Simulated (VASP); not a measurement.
Set up this calculation in VASP 6.6.1, as the native input.

| Item | Value |
| --- | --- |
| Task | single point |
| Functional | HSE06 |
| Potentials or basis | VASP PAW PBE potentials, release 64 (C) |
| Cutoff | 520 eV |
| k mesh | 9 × 9 × 4 |
| Occupations | gaussian, width 0.01 eV |
| Spin | no spin polarisation |
| Dipole correction | no |
| Grid for exact exchange (PRECFOCK) | Normal |
| Further INCAR settings | ALGO = Normal; EDIFF = 1e-07; NBANDS = 16 |
| Share of exact exchange | 0.25 |
| Screening parameter | 0.2079 1/Å |

C:

```
C
1.0
     2.49827    0.00000    0.00000
    -1.24913    2.16356    0.00000
     0.00000    0.00000    4.22300
C
4
Direct
  0.33333 0.66667 0.99974
  0.66667 0.33333 0.49974
  0.33333 0.66667 0.37426
  0.66667 0.33333 0.87426
```

The input as run:

POSCAR

```
C
1.0
    2.4982678404      0.0000000000      0.0000000000
   -1.2491339202      2.1635634153      0.0000000000
    0.0000000000      0.0000000000      4.2229976408
C
4
Direct
    0.3333333333      0.6666666667     -0.0002601248
    0.6666666667      0.3333333333      0.4997398752
    0.3333333333      0.6666666667      0.3742601248
    0.6666666667      0.3333333333      0.8742601248
```

INCAR.step1

```
SYSTEM = C
PREC     = Accurate       ! precision mode
ENCUT    = 520            ! plane-wave cutoff, eV
EDIFF    = 1E-5           ! SCF threshold, eV
ISMEAR   = 0              ! smearing method
SIGMA    = 0.01           ! smearing width, eV
LREAL    = .FALSE.        ! projectors in reciprocal space
LASPH    = .TRUE.         ! aspherical terms in the spheres
NELM     = 60             ! most SCF steps
ALGO     = Normal         ! electronic algorithm
ISIF     = 2              ! what is computed and relaxed
LWAVE    = .TRUE.         ! write WAVECAR
GGA      = PE             ! functional
NBANDS   = 16             ! bands
```

INCAR.step2

```
SYSTEM = C
PREC     = Accurate       ! precision mode
ENCUT    = 520            ! plane-wave cutoff, eV
EDIFF    = 1E-7           ! SCF threshold, eV
ISMEAR   = 0              ! smearing method
SIGMA    = 0.01           ! smearing width, eV
LREAL    = .FALSE.        ! projectors in reciprocal space
LASPH    = .TRUE.         ! aspherical terms in the spheres
NELM     = 60             ! most SCF steps
ALGO     = Normal         ! electronic algorithm
ISIF     = 2              ! what is computed and relaxed
LWAVE    = .FALSE.        ! write WAVECAR
LCHARG   = .TRUE.         ! write CHGCAR
GGA      = PE             ! functional
LHFCALC  = .TRUE.         ! exact exchange
HFSCREEN = 0.2079         ! screening, 1/A
PRECFOCK = Normal       
LELF     = .TRUE.         ! ELF
LVHAR    = .TRUE.       
ISTART   = 1            
NBANDS   = 16             ! bands
```

KPOINTS

```
regular mesh
0
G
  9 9 4
  0 0 0
```

Potentials or basis: VASP PAW PBE potentials, release 64 (C).

The run is started by

```console
$ cat potpaw_PBE.64/C/POTCAR > POTCAR
$ cp INCAR.step1 INCAR
$ mpirun -np 1 vasp_std > vasp.out
$ cp INCAR.step2 INCAR
$ mpirun -np 1 vasp_std > vasp.out
```

It gave:

```json
{"Pressure": "-8.8 GPa", "Largest force": "0.010 eV/Å", "Band gap on the k mesh": "4.38 eV (least direct gap 6.26 eV)"}
```

Caveat: the cell stands under tension; the PAW data sets were made with another functional, which shifts forces and pressure a little; an odd mesh through Γ misses points on the zone boundary, where band edges can lie.

Wall time 36 min on 1 thread of Intel(R) Xeon(R) Platinum 8488C (Sapphire Rapids) (shared host), peak memory 0.24 GiB.
